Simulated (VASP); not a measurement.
Set up this calculation in VASP 6.6.1, as the native input.

| Property | Result |
| --- | --- |
| Task | band structure |
| Functional | HSE06 |
| Potentials or basis | VASP PAW PBE potentials, release 64 (Pb_d, Cs_sv, Br) |
| Cutoff | 520 eV |
| k mesh | 4 × 4 × 4 |
| Occupations | gaussian, width 0.02 eV |
| Spin | no spin polarisation |
| Grid for exact exchange (PRECFOCK) | Fast |
| Further INCAR settings | ALGO = Normal; EDIFF = 1e-06; NBANDS = 30 |
| Share of exact exchange | 0.25 |
| Screening parameter | 0.2 1/Å |

Crystal: CsPbBr3.

```
Pb Cs Br
1.0
     5.87000    0.00000    0.00000
     0.00000    5.87000    0.00000
     0.00000    0.00000    5.87000
Pb Cs Br
1 1 3
Direct
  0.50000 0.50000 0.50000
  0.00000 0.00000 0.00000
  0.50000 0.50000 0.00000
  0.50000 0.00000 0.50000
  0.00000 0.50000 0.50000
```

These files were run (other wordings do the same):

POSCAR

```
CsPbBr3
1.0
    5.8700000000      0.0000000000      0.0000000000
    0.0000000000      5.8700000000      0.0000000000
    0.0000000000      0.0000000000      5.8700000000
Pb Cs Br
1 1 3
Direct
    0.5000000000      0.5000000000      0.5000000000
    0.0000000000      0.0000000000      0.0000000000
    0.5000000000      0.5000000000      0.0000000000
    0.5000000000      0.0000000000      0.5000000000
    0.0000000000      0.5000000000      0.5000000000
```

INCAR.step1

```
SYSTEM = CsPbBr3
PREC = Accurate
ENCUT = 520
EDIFF = 1E-5
ISMEAR = 0
SIGMA = 0.02
LREAL = .False.
LASPH = .True.
NELM = 60
ALGO = Normal
ISIF = 2
LWAVE = .True.
LCHARG = .False.
NBANDS = 30
GGA = PE
KPAR = 4
```

INCAR.step2

```
SYSTEM = CsPbBr3
PREC = Accurate
ENCUT = 520
EDIFF = 1E-6
ISMEAR = 0
SIGMA = 0.02
LREAL = .False.
LASPH = .True.
NELM = 60
ALGO = Normal
ISIF = 2
LWAVE = .False.
LCHARG = .False.
GGA = PE
LHFCALC = .True.
HFSCREEN = 0.2
PRECFOCK = Fast
NBANDS = 30
ISTART = 1
KPAR = 4
```

KPOINTS

```
regular mesh
0
Gamma
  4 4 4
  0 0 0
```

KPOINTS_OPT

```
path GXMGRX,MR
8
line-mode
reciprocal
 0.0000000000  0.0000000000  0.0000000000  G
 0.0000000000  0.5000000000  0.0000000000  X

 0.0000000000  0.5000000000  0.0000000000  X
 0.5000000000  0.5000000000  0.0000000000  M

 0.5000000000  0.5000000000  0.0000000000  M
 0.0000000000  0.0000000000  0.0000000000  G

 0.0000000000  0.0000000000  0.0000000000  G
 0.5000000000  0.5000000000  0.5000000000  R

 0.5000000000  0.5000000000  0.5000000000  R
 0.0000000000  0.5000000000  0.0000000000  X

 0.5000000000  0.5000000000  0.0000000000  M
 0.5000000000  0.5000000000  0.5000000000  R
```

Potentials or basis: VASP PAW PBE potentials, release 64 (Pb_d, Cs_sv, Br).

Command:

```console
$ cat potpaw_PBE.64/Pb_d/POTCAR potpaw_PBE.64/Cs_sv/POTCAR potpaw_PBE.64/Br/POTCAR > POTCAR
$ cp INCAR.step1 INCAR
$ mpirun -np 4 vasp_std > vasp.out
$ cp INCAR.step2 INCAR
$ mpirun -np 4 vasp_std > vasp.out
```

Results of the run:

```
Pressure                : 1.1 GPa
Band gap on the k mesh  : 2.13 eV
Band gap along the path : 2.13 eV
```

Caveat: the PAW data sets were made with another functional, which shifts forces and pressure a little; spin-orbit coupling is left out, which moves the levels of the heavy elements.

It took 70 min on 4 MPI ranks on Intel(R) Xeon(R) Platinum 8259CL CPU @ 2.50GHz (Skylake/Cascade Lake), with other jobs on the host, peak memory 0.62 GiB a rank.
